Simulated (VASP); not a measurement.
# Ru: relaxation of cell and atoms with PBE

Ru:

```
Ru
1.0
    -1.50986    1.50986    1.50986
     1.50986   -1.50986    1.50986
     1.50986    1.50986   -1.50986
Ru
1
Direct
  0.00000 0.00000 0.00000
```

```
Program                : VASP 6.6.1
Task                   : relaxation of cell and atoms
Functional             : PBE
Potentials or basis    : VASP PAW PBE potentials, release 64 (Ru_pv)
Cutoff                 : 500 eV
k mesh                 : 19 × 19 × 19
Occupations            : fermi-dirac, width 0.1 eV
Spin                   : no spin polarisation
Dipole correction      : no
Further INCAR settings : ALGO = Normal; EDIFF = 1e-07; IBRION = 2; EDIFFG = -0.005; NSW = 60; ISIF = 3
```

```yaml
Relaxed_volume: 14.25 Å³/atom
Relaxed_cell: a = 2.645 Å, b = 2.645 Å, c = 2.645 Å, α = 109.47°, β = 109.47°, γ = 109.47°
Space_group_after_relaxing_to_0.05_Å: Im-3m (No. 229)
Energy_gained_by_relaxing: 15.3 meV/atom
Ionic_steps: 16
Pressure_after_relaxing: 0.0 GPa
Band_gap_on_the_k_mesh: zero (band 7 reaches 13.78 eV, above the bottom of band 8 at 10.31 eV)
```

Step by step:
| step | energy change (eV) | largest force (eV/Å) | pressure (GPa) | volume (Å³) |
| --- | --- | --- | --- | --- |
| 1 | 0.0000 | 0.0000 | 10.49 | 13.77 |
| 2 | 0.0825 | 0.0000 | -20.58 | 15.64 |
| 3 | -0.0153 | 0.0000 | -0.29 | 14.27 |
| 4 | -0.0153 | 0.0000 | -0.07 | 14.26 |
| 5 | -0.0153 | 0.0000 | 0.12 | 14.25 |
| 6 | -0.0153 | 0.0000 | 0.12 | 14.25 |
| 7 | -0.0153 | 0.0000 | 0.10 | 14.25 |
| 8 | -0.0153 | 0.0000 | 0.10 | 14.25 |
| 9 | -0.0153 | 0.0000 | 0.10 | 14.25 |
| 10 | -0.0153 | 0.0000 | 0.10 | 14.25 |
| 11 | -0.0153 | 0.0000 | 0.10 | 14.25 |
| 12 | -0.0153 | 0.0000 | 0.10 | 14.25 |
| 13 | -0.0153 | 0.0000 | 0.09 | 14.25 |
| 14 | -0.0153 | 0.0000 | 0.09 | 14.25 |
| 15 | -0.0153 | 0.0000 | 0.06 | 14.25 |
| 16 | -0.0153 | 0.0000 | 0.02 | 14.25 |

Final structure:
```xyz
1
Lattice="-1.5274 1.5274 1.5274 1.5274 -1.5274 1.5274 1.5274 1.5274 -1.5274" Properties=species:S:1:pos:R:3 pbc="T T T"
Ru    0.0000    0.0000    0.0000
```

Levels at points of the mesh, in eV from the Fermi level:
| k point | band 4 | band 5 | band 6 | band 7 | band 8 | band 9 | band 10 | band 11 |
| --- | --- | --- | --- | --- | --- | --- | --- | --- |
| (0.00, 0.00, 0.00) | -7.86 | -2.73 | -2.73 | -2.73 | -0.09 | -0.09 | 10.57 | 17.12 |

Wall time 4.2 min on 1 thread of Intel Xeon 8259CL, on a shared host, peak memory 0.16 GiB.
